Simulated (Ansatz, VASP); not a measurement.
# One calculation of Al, two programs

```
Al
1.0
     0.00000    1.92414    2.24548
     1.92414    0.00000    2.24548
     1.92414    1.92414    0.00000
Al
1
Direct
  0.00000 0.00000 0.00000
```

Alike in both runs: task single point; functional PBE; dispersion D3(BJ); k mesh 22 × 22 × 22; occupations gaussian, width 0.15 eV; no spin polarisation.

|  | VASP | Ansatz |
| --- | --- | --- |
| version | VASP 6.6.1 | Ansatz 0.2.0 |
| potentials or method | VASP PAW PBE potentials, release 64 (Al), cutoff 520 eV | scalar-relativistic, plane waves, PAW |
| valence electrons in the cell | 3 | 3 |

Ansatz gave:

```
gap on the k mesh at the Fermi level (eV)                     : none
pressure (GPa)                                                : -2.1
traceless stress, the component that is largest in VASP (GPa) : -6.61
```

Question: Estimate VASP's values.

Answer: gap on the k mesh at the Fermi level (eV): none; pressure (GPa): -2.1; traceless stress, the component that is largest in VASP (GPa): -6.60.

A gap of «none» marks a metal or a gap that the smearing closes.
